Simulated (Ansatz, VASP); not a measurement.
Two plane-wave programs on AlRu

File INCAR:

```
SYSTEM = AlRu
PREC = Accurate ; ENCUT = 520
EDIFF = 1E-6 ; ISMEAR = 0
SIGMA = 0.1 ; LREAL = .False.
LASPH = .True. ; NELM = 100
ALGO = Fast ; ISIF = 2
LWAVE = .False. ; LCHARG = .False.
GGA = PS ; NBANDS = 16
```

KPOINTS

```
Automatic mesh
0
Gamma
  18 18 18
  0 0 0
```

The input POSCAR:

```
AlRu
1.0
    3.0209591712      0.0000000000      0.0000000000
    0.0000000000      3.0209591712      0.0000000000
    0.0000000000      0.0000000000      3.0209591712
Al Ru
1 1
Direct
    0.0000000000      0.0000000000      0.0000000000
    0.5000000000      0.5000000000      0.5000000000
```

Input for Ansatz:

```yaml
crystal:
  lattice:
    - [3.0209591712, 0.0, 0.0]
    - [0.0, 3.0209591712, 0.0]
    - [0.0, 0.0, 3.0209591712]
  atoms:
    - { symbol: Al, position: [0.0, 0.0, 0.0] }
    - { symbol: Ru, position: [0.5, 0.5, 0.5] }
basis:
  ecutwfc: 420
kpoints:
  mp_grid: { grid: [18, 18, 18] }
hamiltonian:
  xc: pbesol
scf:
  occupations: { method: gaussian, width: 0.1 }
output:
  forces: true
  stress: true
  eigenvalues: true
  write_density: true
  write_potential: true
  elf: true
  volumetric_format: npy
```

Change from the starting cell: equal strain along all axes, cell held, atoms relaxed: +1.5 %.

Alike in both runs: task single point; functional PBEsol; k mesh 18 × 18 × 18; occupations gaussian, width 0.1 eV; no spin polarisation.

|  | VASP | Ansatz |
| --- | --- | --- |
| version | VASP 6.6.1 | Ansatz 0.2.0 |
| potentials or method | VASP PAW PBE potentials, release 64 (Al, Ru_pv), cutoff 520 eV | scalar-relativistic, plane waves, PAW |
| valence electrons in the cell | 17 | 19 |

```csv
,VASP,Ansatz,Ansatz less VASP
gap on the k mesh at the Fermi level (eV),none,none,-
pressure (GPa),-9.0,-9.0,0.00
```

VASP's potentials were made for PBE, not for PBEsol. A gap of «none» marks a metal or a gap that the smearing closes. VASP's potentials hold 17 valence electrons a cell and Ansatz's 19, so a difference there can come from the potentials and not from the codes.
